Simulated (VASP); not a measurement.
# BiW (P6_3/mmc) in VASP: a series of runs, part 2 of 2

VASP 6.6.1.

## 4. Single point, PBE

This run uses another cell than the first one, of 23.88 Å³/atom.

INCAR reads:

```
PREC = Accurate ; ENCUT = 520
EDIFF = 1E-6 ; ISMEAR = 1
SIGMA = 0.05 ; LREAL = F
LASPH = T ; NELM = 60
ALGO = Normal ; ISIF = 2
LWAVE = F ; LCHARG = T
GGA = PE ; LELF = T
LVHAR = T ; NBANDS = 37
```

KPOINTS reads:

```
regular mesh
0
Gamma
  10 10 6
```

POSCAR reads:

```
BiW
1.0
    4.6262075996      0.0000000000      0.0000000000
   -2.3131037998      4.0064133044      0.0000000000
    0.0000000000      0.0000000000      5.1528347002
W Bi
2 2
Direct
    0.0000000000      0.0000000000      0.0000000000
    0.0000000000      0.0000000000      0.5000000000
    0.3333333333      0.6666666667      0.2500000000
    0.6666666667      0.3333333333      0.7500000000
```

Potentials or basis: VASP PAW PBE potentials, release 64 (W_sv, Bi_d).

Command:

```
$ cat potpaw_PBE.64/W_sv/POTCAR potpaw_PBE.64/Bi_d/POTCAR > POTCAR
$ mpirun -np 1 vasp_std > vasp.out
```

OUTCAR:

```text
PREC = Accurate
   ENCUT = 520
   EDIFF = 1E-6
   ISMEAR = 1
   LREAL = F
   LASPH = T
   NELM = 60
   ISIF = 2
   GGA = PE

 ion  position               nearest neighbor table
   1  0.000  0.000  0.000-   2 2.58   2 2.58   4 2.97   3 2.97   3 2.97   4 2.97   4 2.97   3 2.97

   2  0.000  0.000  0.500-   1 2.58   1 2.58   4 2.97   3 2.97   3 2.97   4 2.97   4 2.97   3 2.97

   3  0.333  0.667  0.250-   1 2.97   2 2.97   1 2.97   2 2.97   1 2.97   2 2.97   4 3.71   4 3.71
                             4 3.71   4 3.71   4 3.71   4 3.71
   4  0.667  0.333  0.750-   1 2.97   2 2.97   1 2.97   2 2.97   1 2.97   2 2.97   3 3.71   3 3.71
                             3 3.71   3 3.71   3 3.71   3 3.71

  LATTYP: Found a hexagonal cell.
 ALAT       =     4.6262075996
 C/A-ratio  =     1.1138355963

  Lattice vectors:

 A1 = (   4.6262075996,   0.0000000000,   0.0000000000)
 A2 = (  -2.3131037998,   4.0064133044,   0.0000000000)
 A3 = (   0.0000000000,   0.0000000000,   5.1528347002)

Analysis of symmetry for initial positions (statically):
[... 177 lines left out ...]

  energy without entropy =      -29.72397848  energy(sigma->0) =      -29.72490925

 E-fermi :   8.4177     XC(G=0): -11.3019

 val. band max:        8.4042614379   @ k =   0.5000  -0.0000   0.5000
 cond. band min:       8.4191973369   @ k =   0.4000   0.1000   0.5000
 fundamental gap:      0.0149358990
 Fermi energy:         8.4177001968

 k-point     1 :       0.0000    0.0000    0.0000
  band No.  band energies     occupation
      1     -65.3381      2.00000
      2     -65.2155      2.00000
      3     -30.2071      2.00000
      4     -29.6384      2.00000
      5     -29.6384      2.00000
      6     -29.4601      2.00000
[... 949 lines left out ...]
     36      13.4696      0.00000
     37      14.2733      0.00000

 [... further k-points ...]

------------------------ aborting loop because EDIFF is reached ----------------------------------------

  FORCE on cell =-STRESS in cart. coord.  units (eV):
  Direction    XX          YY          ZZ          XY          YZ          ZX
  --------------------------------------------------------------------------------------
  -------------------------------------------------------------------------------------
  Total        0.0193923      0.0193923      0.1889802      0.0000000     -0.0000000      0.0000000
  in kB        0.3253210      0.3253210      3.1702959      0.0000000     -0.0000000      0.0000000
  external PRESSURE =       1.2736459 kB  Pullay stress =       0.0000000 kB

 VOLUME and BASIS-vectors are now :
 -----------------------------------------------------------------------------
  energy-cutoff  :      520.00
  volume of cell :       95.51
      direct lattice vectors                 reciprocal lattice vectors
     4.626207600  0.000000000  0.000000000     0.216159776  0.124799905  0.000000000
    -2.313103800  4.006413304  0.000000000     0.000000000  0.249599810  0.000000000
     0.000000000  0.000000000  5.152834700     0.000000000  0.000000000  0.194067937

 POSITION                                       TOTAL-FORCE (eV/Angst)
 -----------------------------------------------------------------------------------
      0.00000      0.00000      0.00000         0.000000      0.000000      0.000000
      0.00000      0.00000      2.57642        -0.000000      0.000000      0.000000
     -0.00000      2.67094      1.28821         0.000000      0.000000     -0.000000
      2.31310      1.33547      3.86463         0.000000     -0.000000      0.000000
 -----------------------------------------------------------------------------------
    total drift:                               -0.000000      0.000000     -0.000000

  FREE ENERGIE OF THE ION-ELECTRON SYSTEM (eV)
  ---------------------------------------------------
  free  energy   TOTEN  =       -29.7253746290 eV

  energy  without entropy=      -29.7239784804  energy(sigma->0) =      -29.72490925
```

OSZICAR:

```text
N       E                     dE             d eps       ncg     rms          rms(c)
DAV:   1     0.710539305105E+03    0.71054E+03   -0.31278E+04  4256   0.194E+03
DAV:   2     0.337845362217E+02   -0.67675E+03   -0.66288E+03  4202   0.568E+02
DAV:   3    -0.278255016275E+02   -0.61610E+02   -0.59491E+02  4935   0.175E+02
DAV:   4    -0.305309333578E+02   -0.27054E+01   -0.26623E+01  5180   0.356E+01
DAV:   5    -0.306265063691E+02   -0.95573E-01   -0.95456E-01  5532   0.674E+00    0.202E+01
DAV:   6    -0.298799320270E+02    0.74657E+00   -0.19553E+00  4709   0.777E+00    0.759E+00
DAV:   7    -0.297359608830E+02    0.14397E+00   -0.34869E-01  4763   0.419E+00    0.266E+00
DAV:   8    -0.297256912724E+02    0.10270E-01   -0.63757E-02  5242   0.145E+00    0.391E-01
DAV:   9    -0.297255674088E+02    0.12386E-03   -0.93571E-03  4935   0.751E-01    0.108E-01
DAV:  10    -0.297253523781E+02    0.21503E-03   -0.68534E-04  5151   0.181E-01    0.844E-02
DAV:  11    -0.297253783682E+02   -0.25990E-04   -0.13000E-04  4954   0.737E-02    0.374E-02
DAV:  12    -0.297253749174E+02    0.34508E-05   -0.29854E-05  5239   0.414E-02    0.565E-03
DAV:  13    -0.297253746290E+02    0.28833E-06   -0.36939E-06  3677   0.144E-02
   1 F= -.29725375E+02 E0= -.29724909E+02  d E =-.139615E-02
```

stdout:

```text
POSCAR found type information on POSCAR W Bi
 POSCAR found :  2 types and       4 ions
 scaLAPACK will be used
 LDA part: xc-table for (Slater+PW92), standard interpolation
 POSCAR, INCAR and KPOINTS ok, starting setup
 FFT: planning ... GRIDC
 FFT: planning ... GRID_SOFT
 FFT: planning ... GRID
 WAVECAR not read
 entering main loop
```

Run time: 63 s. Hardware: 1 thread of Intel Xeon 6975P-C (Granite Rapids), shared host; peak memory 0.32 GiB.

Results:

| Item | Value |
| --- | --- |
| Free energy | -29.7254 eV |
| Pressure | 0.1 GPa |
| Band gap on the k mesh | zero (bands 29 and 30 overlap by 1.41 eV) |

Stress tensor (GPa, compression positive):
```
0.03 0.00 0.00
0.00 0.03 0.00
0.00 0.00 0.32
```

Levels at points of the mesh, in eV from the Fermi level:
| k point | band 26 | band 27 | band 28 | band 29 | band 30 | band 31 | band 32 | band 33 |
| --- | --- | --- | --- | --- | --- | --- | --- | --- |
| (0.00, 0.00, 0.00) | -2.12 | 0.28 | 0.28 | 0.32 | 0.32 | 2.52 | 2.84 | 2.97 |
| (0.50, 0.00, 0.00) | -1.70 | -1.53 | -1.42 | -0.83 | 0.64 | 0.79 | 1.04 | 3.28 |
| (0.00, 0.00, 0.50) | -1.79 | -0.54 | -0.54 | -0.54 | -0.54 | -0.21 | -0.21 | 4.41 |
| (0.50, 0.00, 0.50) | -1.63 | -0.01 | -0.01 | 0.02 | 0.02 | 0.11 | 0.11 | 2.58 |

Caveat: spin-orbit coupling is left out, which moves the levels of the heavy elements.

## 5. The runs side by side

```csv
cell,smearing,gap on the mesh (eV),pressure (GPa)
"a = 4.770, b = 4.770, c = 5.187 Å, angles 90.0, 90.0, 120.0°, 4 atoms",gaussian 0.05 eV,none,-6.2
"a = 4.831, b = 4.831, c = 5.199 Å, angles 90.0, 90.0, 120.0°, 4 atoms",gaussian 0.05 eV,none,-8.2
"a = 4.626, b = 4.626, c = 5.153 Å, angles 90.0, 90.0, 120.0°, 4 atoms",methfessel-paxton 0.05 eV,none,0.1
```

Alike in all rows: task single point; level PBE; potentials or basis VASP PAW PBE potentials, release 64 (W_sv, Bi_d); no spin polarisation; k mesh 10 × 10 × 6; cutoff (eV) 520.

Caveats: spin-orbit coupling is left out, which moves the levels of the heavy elements; the cell stands under tension (at least some runs).

Total energies depend on the potentials used, so only differences within one code and one set of settings carry meaning.

The gap in the log of VASP goes by the Fermi energy; the results here count the filled bands.